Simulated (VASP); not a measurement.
SiNi3: single point with PBEsol

Crystal: SiNi3.

```
Si Ni
1.0
     3.46094    0.00000    0.00000
     0.00000    3.46094    0.00000
     0.00000    0.00000    3.46094
Si Ni
1 3
Direct
  0.00000 0.00000 0.00000
  0.00000 0.50000 0.50000
  0.50000 0.00000 0.50000
  0.50000 0.50000 0.00000
```

- Program: VASP 6.6.1
- Task: single point
- Functional: PBEsol
- Potentials or basis: VASP PAW PBE potentials, release 64 (Si, Ni)
- Cutoff: 520 eV
- k mesh: 12 × 12 × 12
- Occupations: gaussian, width 0.1 eV
- Spin: no spin polarisation
- Dipole correction: no
- Further INCAR settings: ALGO = Normal; EDIFF = 1e-07; NBANDS = 25

```json
{"Pressure": "0.1 GPa", "Band gap on the k mesh": "zero (band 17 reaches 11.13 eV, above the bottom of band 18 at 10.88 eV)"}
```

Levels at points of the mesh, in eV from the Fermi level:
```
           k point  band 14  band 15  band 16  band 17  band 18  band 19  band 20  band 21
(0.00, 0.00, 0.00)    -0.64    -0.64    -0.30     0.04     0.04     0.04     5.21     6.51
(0.50, 0.00, 0.00)    -1.36    -1.21    -0.57     0.04     3.78     3.78     5.34     5.34
(0.50, 0.50, 0.00)    -1.51    -1.17    -1.07    -1.01     0.70     0.70     5.87     6.53
(0.50, 0.50, 0.50)    -1.31    -1.31    -0.52    -0.21    -0.21    -0.21     1.40     4.18
```

It took 56 s on 1 thread of Intel(R) Xeon(R) Platinum 8375C CPU @ 2.90GHz (Ice Lake), on a shared host, peak memory 0.2 GiB.

Caveat: the PAW data sets were made with another functional, which shifts forces and pressure a little. Spin polarisation is off, so any magnetic state and its effect on volume and gap are missing.
